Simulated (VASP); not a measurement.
Here is a VASP 6.6.1 calculation.

The input INCAR:

```
PREC = Accurate ; ENCUT = 520
EDIFF = 1E-6 ; ISMEAR = 0
SIGMA = 0.15 ; LREAL = F
LASPH = T ; NELM = 80
ALGO = Fast ; ISIF = 2
LWAVE = F ; LCHARG = T
GGA = PE ; LELF = T
LVHAR = T ; NBANDS = 16
```

File KPOINTS:

```
Automatic mesh
0
Gamma
  10 10 14
```

Contents of POSCAR:

```
Al2Cu
1.0
    4.0663511639      0.0000000000      0.0000000000
    0.0000000000      4.0663511639      0.0000000000
    0.0000000000      0.0000000000      2.8847334069
Al Cu
2 1
Direct
    0.5000000000      0.0019538196      0.5000000000
    0.0000000000      0.4913859260      0.5000000000
    0.0000000000      0.0028279343      0.0000000000
```

Potentials or basis: VASP PAW PBE potentials, release 64 (Al, Cu).

Run with:

```console
$ cat potpaw_PBE.64/Al/POTCAR potpaw_PBE.64/Cu/POTCAR > POTCAR
$ mpirun -np 1 vasp_std > vasp.out
```

(1) What does it give for the largest force?

(2) What does it give for the pressure?

Results:

(1) 0.448 eV/Å.

(2) 2.8 GPa.
